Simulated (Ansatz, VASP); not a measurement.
## K in VASP and in Ansatz

```
K
1.0
     3.98061    0.00000    0.00000
    -1.99031    3.44731    0.00000
     0.00000    0.00000    6.44860
K
2
Direct
  0.33333 0.66667 0.25000
  0.66667 0.33333 0.75000
```

Change from the starting cell: volume scaled by 0.6, LAPW.

Alike in both runs: task single point; functional PBE; k mesh 10 × 10 × 6; occupations fermi-dirac, width 0.08 eV; no spin polarisation.

|  | VASP | Ansatz |
| --- | --- | --- |
| version | VASP 6.6.1 | Ansatz 0.2.0 |
| potentials or method | VASP PAW PBE potentials, release 64 (K_sv), cutoff 520 eV | all-electron LAPW, scalar-relativistic |

|  | VASP | Ansatz | Ansatz less VASP |
| --- | --- | --- | --- |
| pressure (GPa) | 4.8 | 4.8 | +0.01 |

Ansatz ran all-electron here, and VASP with PAW potentials.
